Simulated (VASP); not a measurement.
**Al2GaAs3: relaxation of cell and atoms with PBE**

Crystal: Al2GaAs3.

```xyz
6
Lattice="3.8536 0.0000 0.0000 -1.9268 3.3373 0.0000 0.0000 0.0000 9.4394" Properties=species:S:1:pos:R:3 pbc="T T T"
Al    0.0000    2.2249    6.2929
Al    1.9268    1.1124    3.1465
Ga    0.0000    0.0000    0.0000
As    0.0000    0.0000    7.0796
As    0.0000    2.2249    3.9331
As    1.9268    1.1124    0.7866
```

```json
{
  "Program": "VASP 6.6.1",
  "Task": "relaxation of cell and atoms",
  "Functional": "PBE",
  "Potentials or basis": "VASP PAW PBE potentials, release 64 (Al, Ga_d, As)",
  "Cutoff": "600 eV",
  "k mesh": "6 × 6 × 2",
  "Occupations": "gaussian, width 0.1 eV",
  "Spin": "no spin polarisation",
  "Dipole correction": "no",
  "Further INCAR settings": "ALGO = Normal; EDIFF = 1e-06; IBRION = 2; EDIFFG = -0.04; NSW = 90; ISIF = 3"
}
```

| Item | Value |
| --- | --- |
| Relaxed volume | 23.61 Å³/atom |
| Relaxed cell | a = 4.058 Å, b = 4.058 Å, c = 9.930 Å, α = 90.00°, β = 90.00°, γ = 120.00° |
| Space group after relaxing (to 0.1 Å) | P3m1 (No. 156) |
| Energy gained by relaxing | 130.7 meV/atom |
| Ionic steps | 5 |
| Pressure after relaxing | 0.0 GPa |
| Largest force after relaxing | 0.036 eV/Å |
| Band gap on the k mesh | 0.93 eV |

Forces in eV/Å, atoms in the order of the input:
```
Al   0.000  0.000  0.000
Al   0.000  0.000  0.026
Ga   0.000  0.000 -0.007
As   0.000  0.000 -0.036
As   0.000  0.000 -0.002
As   0.000  0.000  0.020
```

The path:
| step | energy change (eV) | largest force (eV/Å) | pressure (GPa) | volume (Å³) |
| --- | --- | --- | --- | --- |
| 1 | 0.0000 | 0.0843 | 14.20 | 121.40 |
| 2 | -0.5465 | 0.0643 | -4.97 | 155.70 |
| 3 | -0.7837 | 0.0622 | 0.00 | 141.70 |
| 4 | -0.7834 | 0.0622 | -0.17 | 142.13 |
| 5 | -0.7839 | 0.0362 | 0.03 | 141.64 |

Final structure:
```
Al Ga As
1.0
     4.05844    0.00000    0.00000
    -2.02922    3.51471    0.00000
     0.00000    0.00000    9.92972
Al Ga As
2 1 3
Direct
  0.33333 0.66667 0.66693
  0.66667 0.33333 0.33341
  0.00000 0.00000 0.99987
  0.00000 0.00000 0.74944
  0.33333 0.66667 0.41651
  0.66667 0.33333 0.08384
```

Levels at points of the mesh, in eV from the valence-band top:
```csv
k point,band 15,band 16,band 17,band 18,band 19,band 20
"(0.00, 0.00, 0.00)",-0.03,0.00,0.00,0.93,1.88,2.03
"(0.50, 0.00, 0.00)",-2.14,-1.39,-1.31,1.48,1.98,2.63
"(0.00, 0.00, 0.50)",-0.43,-0.19,-0.19,1.37,2.16,2.45
"(0.50, 0.00, 0.50)",-1.98,-0.91,-0.91,1.52,1.95,2.14
```

Run time: 2.8 min on 1 thread of Intel(R) Xeon(R) Platinum 8375C CPU @ 2.90GHz (Ice Lake), on a shared host, peak memory 0.3 GiB.

Caveat: the volume moved by over 15 % at a fixed basis, so the end points are rough. A k mesh can miss the band edges.
